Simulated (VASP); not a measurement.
A run of VASP 6.6.1 is set up as follows.

INCAR

```
ALGO     = Normal         # electronic algorithm
EDIFF    = 1E-6           # SCF threshold, eV
ENCUT    = 520            # plane-wave cutoff, eV
GGA      = PE             # functional
ISIF     = 2              # what is computed and relaxed
ISMEAR   = 0              # smearing method
LASPH    = T              # aspherical terms in the spheres
LCHARG   = T              # write CHGCAR
LELF     = T              # ELF
LREAL    = F              # projectors in reciprocal space
LVHAR    = T            
LWAVE    = F              # write WAVECAR
NBANDS   = 12             # bands
NELM     = 100            # most SCF steps
PREC     = Accurate       # precision mode
SIGMA    = 0.1            # smearing width, eV
```

Contents of KPOINTS:

```
k-points
0
Gamma
  20 20 20
```

Contents of POSCAR:

```
Cu
1.0
    0.0000000000      1.7843459250      1.7843459250
    1.7843459250      0.0000000000      1.7843459250
    1.7843459250      1.7843459250      0.0000000000
Cu
1
Direct
    0.0000000000      0.0000000000      0.0000000000
```

Potentials or basis: VASP PAW PBE potentials, release 64 (Cu).

Command:

```console
$ cat potpaw_PBE.64/Cu/POTCAR > POTCAR
$ mpirun -np 1 vasp_std > vasp.out
```

(1) What does it give for the pressure?

Answers

(1) 8.7 GPa.

Caveat: the cell differs from its parent crystal (strained).
